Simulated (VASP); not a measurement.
Cu:

```xyz
1
Lattice="-1.4428 1.4428 1.3761 1.4428 -1.4428 1.3761 1.4428 1.4428 -1.3761" Properties=species:S:1:pos:R:3 pbc="T T T"
Cu    0.0000    0.0000    0.0000
```

Base run:

```yaml
Program: VASP 6.6.1
Functional: LDA
Potentials_or_basis: VASP PAW LDA potentials, release 64 (Cu)
Cutoff: 600 eV
k_mesh: 14 × 14 × 14
Occupations: fermi-dirac, width 0.05 eV
Spin: collinear spin
Starting_moments: "[0.1] μB"
Fixed_moment: 0.1 μB
```

Its results: pressure -6.8 GPa; site moments Cu +0.08 μB.

**Question.** The run is repeated on the same cell with these changes: fixed moment from 0.1 μB to 0.5 μB; moments at the start from [0.1] to [0.5]. What comes out?

**Answer.** Pressure -3.4 GPa; site moments Cu +0.40 μB.

Caveats: the cell stands under tension; the total moment is fixed, so each spin has its own Fermi level.
